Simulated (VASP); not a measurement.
Wanted: the native input for a VASP 6.6.1 run.

```yaml
Task: single point
Functional: PBE
Potentials_or_basis: VASP PAW PBE potentials, release 64 (Os)
Cutoff: 600 eV
k_mesh: 15 × 15 × 15
Occupations: methfessel-paxton, width 0.05 eV
Spin: no spin polarisation
Dipole_correction: no
Further_INCAR_settings: ALGO = Normal; EDIFF = 1e-06; NBANDS = 15
```

The structure of Os lies in POSCAR:

```
Os
1.0
    0.0000000000      2.7778546625      2.7778546625
    2.7778546625      0.0000000000      2.7778546625
    2.7778546625      2.7778546625      0.0000000000
Os
2
Direct
    1.0000000000      1.0000000000      1.0000000000
    0.2500000000      0.2500000000      0.2500000000
```

This isn't the form of Os at room conditions, which is hcp.

One way to write it, as run:

INCAR

```
SYSTEM = Os
PREC     = Accurate       ! precision mode
ENCUT    = 600            ! plane-wave cutoff, eV
EDIFF    = 1E-6           ! SCF threshold, eV
ISMEAR   = 1              ! smearing method
SIGMA    = 0.05           ! smearing width, eV
LREAL    = .False.        ! projectors in reciprocal space
LASPH    = .True.         ! aspherical terms in the spheres
NELM     = 120            ! most SCF steps
ALGO     = Normal         ! electronic algorithm
ISIF     = 2              ! what is computed and relaxed
LWAVE    = .False.        ! write WAVECAR
LCHARG   = .False.        ! write CHGCAR
GGA      = PE             ! functional
NBANDS   = 15             ! bands
GGA_COMPAT= .False.
```

KPOINTS

```
Automatic mesh
0
Gamma
  15 15 15
  0 0 0
```

Potentials or basis: VASP PAW PBE potentials, release 64 (Os).

Launch:

```bash
$ cat potpaw_PBE.64/Os/POTCAR > POTCAR
$ mpirun -np 1 vasp_std > vasp.out
```

It gave:

The pressure is -1.0 GPa. The band gap on the k mesh is zero (bands 8 and 9 overlap by 1.05 eV).

Caveat: spin-orbit coupling is left out, which moves the levels of the heavy elements.

It took 22 s on 1 thread of Intel(R) Xeon(R) 6975P-C (Granite Rapids), on a shared host, peak memory 0.23 GiB.
